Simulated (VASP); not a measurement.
Write the native input for VASP 6.6.1 that does the following.

```yaml
Task: single point
Functional: PBE
Potentials_or_basis: VASP PAW PBE potentials, release 64 (Mo_sv)
Cutoff: 520 eV
k_mesh: 20 × 20 × 20
Occupations: gaussian, width 0.05 eV
Spin: non-collinear spin, zero start, spin-orbit coupling
Starting_moments: "[[0.0, 0.0, 0.0]] μB"
Dipole_correction: no
Further_INCAR_settings: ALGO = Normal; EDIFF = 1e-06; NBANDS = 25
```

The structure of Mo lies in POSCAR:

```
Mo
1.0
   -1.5805875265      1.5805875265      1.5805875265
    1.5805875265     -1.5805875265      1.5805875265
    1.5805875265      1.5805875265     -1.5805875265
Mo
1
Direct
    0.0000000000      0.0000000000      0.0000000000
```

The input as run:

INCAR

```
ALGO = Normal
EDIFF = 1E-6
ENCUT = 520
GGA = PE
GGA_COMPAT = False
ISIF = 2
ISMEAR = 0
LASPH = True
LCHARG = False
LMAXMIX = 4
LNONCOLLINEAR = True
LORBIT = 11
LORBMOM = True
LREAL = False
LSORBIT = True
LWAVE = False
MAGMOM = 0 0 0
NBANDS = 25
NELM = 150
PREC = Accurate
SIGMA = 0.05
```

KPOINTS

```
k-points
0
Gamma
  20 20 20
```

Potentials or basis: VASP PAW PBE potentials, release 64 (Mo_sv).

Command:

```console
$ cat potpaw_PBE.64/Mo_sv/POTCAR > POTCAR
$ mpirun -np 1 vasp_ncl > vasp.out
```

It gave:

| Property | Result |
| --- | --- |
| Pressure | 0.6 GPa |
| Net moment | 0.00 μB per cell |
| Valence electrons inside the program's atomic spheres | Mo 12.48 |

Wall time 2.9 min on 1 thread of AMD EPYC 7R43 64-Core Processor (Zen 3), with other jobs on the host, peak memory 0.23 GiB.
